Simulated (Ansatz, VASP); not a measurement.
**SnH in VASP and in Ansatz**

```
Sn H
1.0
     4.73035   -0.00279    0.00701
    -2.36766    4.09847   -0.00582
     0.01983   -0.00920   11.14461
Sn H
4 4
Cartesian
  0.0060 -0.0034 5.1873
  0.0010 2.7300 0.3842
  2.3705 1.3613 6.0003
  0.0250 -0.0108 10.7195
  0.0089 -0.0048 3.4485
  -0.0034 2.7320 2.1221
  2.3707 1.3611 7.7382
  0.0260 -0.0110 8.9808
```

Change from the starting cell: cell x1, atoms moved at random (sigma 0.1 Å) and cell strained at random (1.5 %), then relaxed without symmetry.

Alike in both runs: functional PBE; k mesh 6 × 6 × 2; occupations gaussian, width 0.2 eV; no spin polarisation.

Ansatz relaxed the structure, and its values are those at the end. VASP's run is a single point on that final structure, the one shown.

```csv
,VASP,Ansatz
version,VASP 6.6.1,Ansatz 0.2.0
potentials or method,"VASP PAW PBE potentials, release 64 (Sn_d, H), cutoff 520 eV","scalar-relativistic, plane waves, PAW"
valence electrons in the cell,60,60
```

Ansatz gave:

```
pressure (GPa)                     : 0.0
rms of the force components (eV/Å) : 0.004
```

Task: Which values does VASP return?

Result: Pressure (GPa): -0.1; rms of the force components (eV/Å): 0.009.

With one functional, cell and mesh, what is left measures potentials, basis and numerics.
